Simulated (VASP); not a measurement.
# Ce (Fm-3m) in VASP: further runs, part 2 of 2

VASP 6.6.1.

## Step 3: Single point, r2SCAN

POSCAR reads:

```
Ce
1.0
    0.0000000000      2.3390384114      2.3390384114
    2.3390384114      0.0000000000      2.3390384114
    2.3390384114      2.3390384114      0.0000000000
Ce
1
Direct
    0.0000000000      0.0000000000      0.0000000000
```

INCAR.step1 reads:

```
PREC = Accurate
ENCUT = 520
ISMEAR = -1
SIGMA = 0.01
LREAL = F
LASPH = T
NELM = 100
NBANDS = 12
GGA = PE
ALGO = Normal
EDIFF = 1E-4
LWAVE = T
LCHARG = F
```

INCAR.step2 reads:

```
PREC = Accurate
ENCUT = 520
EDIFF = 1E-7
ISMEAR = -1
SIGMA = 0.01
LREAL = F
LASPH = T
NELM = 100
ALGO = Normal
ISIF = 2
LWAVE = F
LCHARG = T
METAGGA = R2SCAN
LMIXTAU = T
LELF = T
LVHAR = T
NBANDS = 12
ISTART = 1
```

KPOINTS reads:

```
Automatic mesh
0
Gamma
  12 12 12
```

Potentials or basis: VASP PAW PBE potentials, release 64 (Ce).

On the command line:

```sh
$ cat potpaw_PBE.64/Ce/POTCAR > POTCAR
$ cp INCAR.step1 INCAR
$ mpirun -np 1 vasp_std > vasp.out
$ cp INCAR.step2 INCAR
$ mpirun -np 1 vasp_std > vasp.out
```

OUTCAR:

```text
PREC = Accurate
   ENCUT = 520
   EDIFF = 1E-7
   ISMEAR = -1
   LREAL = F
   LASPH = T
   NELM = 100
   ISIF = 2
   METAGGA = R2SCAN
   ISTART = 1

 ion  position               nearest neighbor table
   1  0.000  0.000  0.000-

  LATTYP: Found a face centered cubic cell.
 ALAT       =     4.6780768228

  Lattice vectors:

 A1 = (   0.0000000000,   2.3390384114,   2.3390384114)
 A2 = (   2.3390384114,   0.0000000000,   2.3390384114)
 A3 = (   2.3390384114,   2.3390384114,   0.0000000000)

Analysis of symmetry for initial positions (statically):
=====================================================================
 Subroutine PRICEL returns:
 Original cell was already a primitive cell.

 Routine SETGRP: Setting up the symmetry group for a
 face centered cubic supercell.

 Subroutine GETGRP returns: Found 48 space group operations
 (whereof 48 operations were pure point group operations)
 out of a pool of 48 trial point group operations.

The static configuration has the point symmetry O_h .

Analysis of symmetry for dynamics (positions and initial velocities):
=====================================================================
 Subroutine PRICEL returns:
 Original cell was already a primitive cell.

 Routine SETGRP: Setting up the symmetry group for a
 face centered cubic supercell.

 Subroutine GETGRP returns: Found 48 space group operations
 (whereof 48 operations were pure point group operations)
 out of a pool of 48 trial point group operations.

The dynamic configuration has the point symmetry O_h .

 Subroutine INISYM returns: Found 48 space group operations
 (whereof 48 operations are pure point group operations),
 and found     1 'primitive' translations

----------------------------------------------------------------------------------------

                                     Primitive cell

  volume of cell :      25.5942

[... 111 lines left out ...]
   METAGGA = R2SCAN    functional components
   LHFCALC =     F    Hartree Fock is set to
   AEXX    =    0.0000 exact exchange contribution
   IVDW    =     0    specifies the selected vdW correction
   LEPSILON=     F    determine dielectric tensor
   LRPA    =     F    only Hartree local field effects (RPA)
 non-spin polarized calculation
  energy-cutoff  :      520.00
  volume of cell :       25.59
 maximum number of plane-waves:       701
 NGX is ok and might be reduce to    28
   NGX = 13   NGY = 13   NGZ = 13

 number of electron      12.0000000 magnetization

 Free energy of the ion-electron system (eV)
  ---------------------------------------------------
  ext. energy  EPLUGINS =         0.00000000
  ---------------------------------------------------
  free energy    TOTEN  =       -30.83581738 eV

  energy without entropy =      -30.83552671  energy(sigma->0) =      -30.83567204

 E-fermi :  10.0041     XC(G=0): -12.3098

 val. band max:        9.9839317719   @ k =   0.2500   0.0000   0.0000
 cond. band min:      10.0164349936   @ k =  -0.2500   0.4167   0.1667
 fundamental gap:      0.0325032217
 Fermi energy:        10.0040626066

 k-point     1 :       0.0000    0.0000    0.0000
  band No.  band energies     occupation
      1     -26.2242      2.00000
      2      -6.7215      2.00000
      3      -6.7215      2.00000
      4      -6.7215      2.00000
      5       7.1335      2.00000
      6       9.6097      2.00000
      7      10.3994      0.00000
      8      10.3994      0.00000
      9      10.3994      0.00000
     10      11.3913      0.00000
     11      11.3913      0.00000
     12      11.3913      0.00000
[... 331 lines left out ...]
 k-point    24 :      -0.4167    0.1667    0.0000
  band No.  band energies     occupation
      1     -25.5234      2.00000
      2      -9.6714      2.00000
      3      -7.7870      2.00000
      4      -7.2435      2.00000
      5       8.5790      2.00000
      6       9.3434      2.00000
      7      10.5684      0.00000
      8      10.6429      0.00000
      9      10.7110      0.00000
     10      10.8770      0.00000
     11      11.0791      0.00000
     12      11.0888      0.00000

 [... further k-points ...]

------------------------ aborting loop because EDIFF is reached ----------------------------------------

  FORCE on cell =-STRESS in cart. coord.  units (eV):
  Direction    XX          YY          ZZ          XY          YZ          ZX
  --------------------------------------------------------------------------------------
  -------------------------------------------------------------------------------------
  Total       -0.1211949     -0.1211949     -0.1211949      0.0000000      0.0000000     -0.0000000
  in kB       -7.5866988     -7.5866988     -7.5866988      0.0000000      0.0000000     -0.0000000
  external PRESSURE =      -7.5866988 kB  Pullay stress =       0.0000000 kB

 VOLUME and BASIS-vectors are now :
 -----------------------------------------------------------------------------
  energy-cutoff  :      520.00
  volume of cell :       25.59
      direct lattice vectors                 reciprocal lattice vectors
     0.000000000  2.339038411  2.339038411    -0.213763056  0.213763056  0.213763056
     2.339038411  0.000000000  2.339038411     0.213763056 -0.213763056  0.213763056
     2.339038411  2.339038411  0.000000000     0.213763056  0.213763056 -0.213763056

 POSITION                                       TOTAL-FORCE (eV/Angst)
 -----------------------------------------------------------------------------------
      0.00000      0.00000      0.00000         0.000000     -0.000000      0.000000
 -----------------------------------------------------------------------------------
    total drift:                                0.000000     -0.000000      0.000000

  FREE ENERGIE OF THE ION-ELECTRON SYSTEM (eV)
  ---------------------------------------------------
  free  energy   TOTEN  =       -30.8358173805 eV

  energy  without entropy=      -30.8355267074  energy(sigma->0) =      -30.83567204
```

OSZICAR.step1:

```text
N       E                     dE             d eps       ncg     rms          rms(c)
DAV:   1     0.955983830469E+02    0.95598E+02   -0.52064E+03  1728   0.131E+03
DAV:   2    -0.936106683721E-01   -0.95692E+02   -0.89650E+02  2252   0.187E+02
DAV:   3    -0.625545011027E+01   -0.61618E+01   -0.59450E+01  1932   0.704E+01
DAV:   4    -0.654763845410E+01   -0.29219E+00   -0.26360E+00  3240   0.112E+01
DAV:   5    -0.655550801478E+01   -0.78696E-02   -0.78633E-02  2712   0.186E+00    0.104E+01
DAV:   6    -0.632798413574E+01    0.22752E+00   -0.10365E+01  2700   0.214E+01    0.519E+00
DAV:   7    -0.598779280163E+01    0.34019E+00   -0.47267E+00  2904   0.176E+01    0.390E+00
DAV:   8    -0.593518938577E+01    0.52603E-01   -0.76547E-01  2764   0.620E+00    0.891E-01
DAV:   9    -0.592986987913E+01    0.53195E-02   -0.84251E-02  3008   0.231E+00    0.182E-01
DAV:  10    -0.593024660727E+01   -0.37673E-03   -0.24870E-03  2572   0.277E-01    0.822E-02
DAV:  11    -0.593021659464E+01    0.30013E-04   -0.66565E-04  2936   0.200E-01
   1 F= -.59302166E+01 E0= -.59298863E+01  d E =-.660493E-03
```

It took 2.2 min on 1 thread of Intel Xeon Platinum 8259CL at 2.50GHz (Skylake/Cascade Lake), shared host; peak memory 0.19 GiB.

What came out:

- Free energy: -30.8358 eV
- Pressure: -0.8 GPa
- Band gap on the k mesh: zero (band 6 reaches 10.40 eV, above the bottom of band 7 at 9.87 eV)

Caveat: the PAW data sets were made with another functional, which shifts forces and pressure a little; spin-orbit coupling is left out, which moves the levels of the heavy elements.

## Step 4: Single point, r2SCAN

POSCAR is that of step 3.

INCAR.step1 reads:

```
SYSTEM = Ce
PREC = Accurate ; ENCUT = 520
ISMEAR = -1 ; SIGMA = 0.03
LREAL = .FALSE. ; LASPH = .TRUE.
NELM = 80 ; NBANDS = 12
GGA = PE ; ALGO = Normal
EDIFF = 1E-4 ; LWAVE = .TRUE.
LCHARG = .FALSE.
```

INCAR.step2 reads:

```
SYSTEM = Ce
PREC = Accurate ; ENCUT = 520
EDIFF = 1E-7 ; ISMEAR = -1
SIGMA = 0.03 ; LREAL = .FALSE.
LASPH = .TRUE. ; NELM = 80
ALGO = Normal ; ISIF = 2
LWAVE = .FALSE. ; LCHARG = .FALSE.
METAGGA = R2SCAN ; LMIXTAU = .TRUE.
NBANDS = 12 ; ISTART = 1
```

KPOINTS reads:

```
regular mesh
0
G
  12 12 12
  0 0 0
```

On the command line:

```sh
$ cat potpaw_PBE.64/Ce/POTCAR > POTCAR
$ cp INCAR.step1 INCAR
$ mpirun -np 1 vasp_std > vasp.out
$ cp INCAR.step2 INCAR
$ mpirun -np 1 vasp_std > vasp.out
```

Wall time 2.9 min (1 thread of Intel Xeon Platinum 8259CL at 2.50GHz (Skylake/Cascade Lake), shared host); peak memory 0.19 GiB.

Results (log left out):

| Property | Result |
| --- | --- |
| Free energy | -30.8373 eV |
| Pressure | -0.8 GPa |
| Band gap on the k mesh | zero (band 6 reaches 10.39 eV, above the bottom of band 7 at 9.87 eV) |

Levels at points of the mesh, in eV from the Fermi level:
```tsv
k point	band 3	band 4	band 5	band 6	band 7	band 8	band 9	band 10
(0.00, 0.00, 0.00)	-16.73	-16.73	-2.87	-0.40	0.39	0.39	0.39	1.38
(0.50, 0.00, 0.00)	-17.12	-17.12	-2.29	-0.21	0.62	0.62	0.72	1.07
(0.50, 0.50, 0.00)	-17.87	-17.87	-3.28	-2.60	0.71	0.73	0.80	0.80
```

Caveat: the PAW data sets were made with another functional, which shifts forces and pressure a little; spin-orbit coupling is left out, which moves the levels of the heavy elements.

## Step 5: Single point, r2SCAN

POSCAR is that of step 4.

INCAR.step1 reads:

```
ALGO = Normal
EDIFF = 1E-4
ENCUT = 520
GGA = PE
ISMEAR = -1
LASPH = True
LCHARG = False
LREAL = False
LWAVE = True
NBANDS = 12
NELM = 60
PREC = Accurate
SIGMA = 0.2
```

INCAR.step2 reads:

```
ALGO = Normal
EDIFF = 1E-6
ENCUT = 520
ISIF = 2
ISMEAR = -1
ISTART = 1
LASPH = True
LCHARG = False
LMIXTAU = True
LREAL = False
LWAVE = False
METAGGA = R2SCAN
NBANDS = 12
NELM = 60
PREC = Accurate
SIGMA = 0.2
```

KPOINTS reads:

```
k-points
0
Gamma
  12 12 12
```

Potentials or basis: VASP PAW PBE potentials, release 64 (Ce).

On the command line:

```sh
$ cat potpaw_PBE.64/Ce/POTCAR > POTCAR
$ cp INCAR.step1 INCAR
$ mpirun -np 1 vasp_std > vasp.out
$ cp INCAR.step2 INCAR
$ mpirun -np 1 vasp_std > vasp.out
```

OUTCAR:

```text
EDIFF = 1E-6
   ENCUT = 520
   ISIF = 2
   ISMEAR = -1
   ISTART = 1
   LASPH = True
   LREAL = False
   METAGGA = R2SCAN
   NELM = 60
   PREC = Accurate

 ion  position               nearest neighbor table
   1  0.000  0.000  0.000-

  LATTYP: Found a face centered cubic cell.
 ALAT       =     4.6780768228

  Lattice vectors:

 A1 = (   0.0000000000,   2.3390384114,   2.3390384114)
 A2 = (   2.3390384114,   0.0000000000,   2.3390384114)
[... 538 lines left out ...]
     11      11.2172      0.00385
     12      11.2278      0.00365

 [... further k-points ...]

------------------------ aborting loop because EDIFF is reached ----------------------------------------

  FORCE on cell =-STRESS in cart. coord.  units (eV):
  Direction    XX          YY          ZZ          XY          YZ          ZX
  --------------------------------------------------------------------------------------
  -------------------------------------------------------------------------------------
  Total        0.1769506      0.1769506      0.1769506      0.0000000      0.0000000     -0.0000000
  in kB       11.0769619     11.0769619     11.0769619      0.0000000      0.0000000     -0.0000000
  external PRESSURE =      11.0769619 kB  Pullay stress =       0.0000000 kB

 VOLUME and BASIS-vectors are now :
 -----------------------------------------------------------------------------
  energy-cutoff  :      520.00
  volume of cell :       25.59
      direct lattice vectors                 reciprocal lattice vectors
     0.000000000  2.339038411  2.339038411    -0.213763056  0.213763056  0.213763056
     2.339038411  0.000000000  2.339038411     0.213763056 -0.213763056  0.213763056
     2.339038411  2.339038411  0.000000000     0.213763056  0.213763056 -0.213763056

 POSITION                                       TOTAL-FORCE (eV/Angst)
 -----------------------------------------------------------------------------------
      0.00000      0.00000      0.00000         0.000000     -0.000000     -0.000000
 -----------------------------------------------------------------------------------
    total drift:                               -0.000000     -0.000000      0.000000

  FREE ENERGIE OF THE ION-ELECTRON SYSTEM (eV)
  ---------------------------------------------------
  free  energy   TOTEN  =       -30.9825631369 eV

  energy  without entropy=      -30.6296477331  energy(sigma->0) =      -30.80610543
```

Wall time 2.7 min (1 thread of Intel Xeon Platinum 8259CL at 2.50GHz (Skylake/Cascade Lake), shared host); peak memory 0.19 GiB.

Results:

```yaml
Free_energy: -30.9826 eV
Pressure: 1.1 GPa
Band_gap_on_the_k_mesh: zero (band 6 reaches 10.46 eV, above the bottom of band 7 at 9.90 eV)
```

Levels at points of the mesh, in eV from the Fermi level:
```tsv
k point	band 4	band 5	band 6	band 7	band 8	band 9
(0.00, 0.00, 0.00)	-16.64	-2.82	-0.21	0.57	0.57	0.57
(0.50, 0.00, 0.00)	-17.03	-2.24	-0.05	0.76	0.76	0.93
(0.50, 0.50, 0.00)	-17.78	-3.24	-2.56	0.84	0.92	0.94
```

Caveat: the PAW data sets were made with another functional, which shifts forces and pressure a little; spin-orbit coupling is left out, which moves the levels of the heavy elements. Spin polarisation is off, so any magnetic state and its effect on volume and gap are missing.

## Step 6: Overview

```tsv
smearing	gap on the mesh (eV)	pressure (GPa)
fermi-dirac 0.1 eV	none	-0.4
fermi-dirac 0.01 eV	none	-0.8
fermi-dirac 0.03 eV	none	-0.8
fermi-dirac 0.2 eV	none	1.1
```

Alike in all rows: task single point; level r2SCAN; potentials or basis VASP PAW PBE potentials, release 64 (Ce); no spin polarisation; cell as given; k mesh 12 × 12 × 12; cutoff (eV) 520.

Every run on the cell as given and a fine mesh finds a metal.

Caveats: the PAW data sets were made with another functional, which shifts forces and pressure a little; spin-orbit coupling is left out, which moves the levels of the heavy elements.

Absolute energies hang on the potentials; compare differences alone.
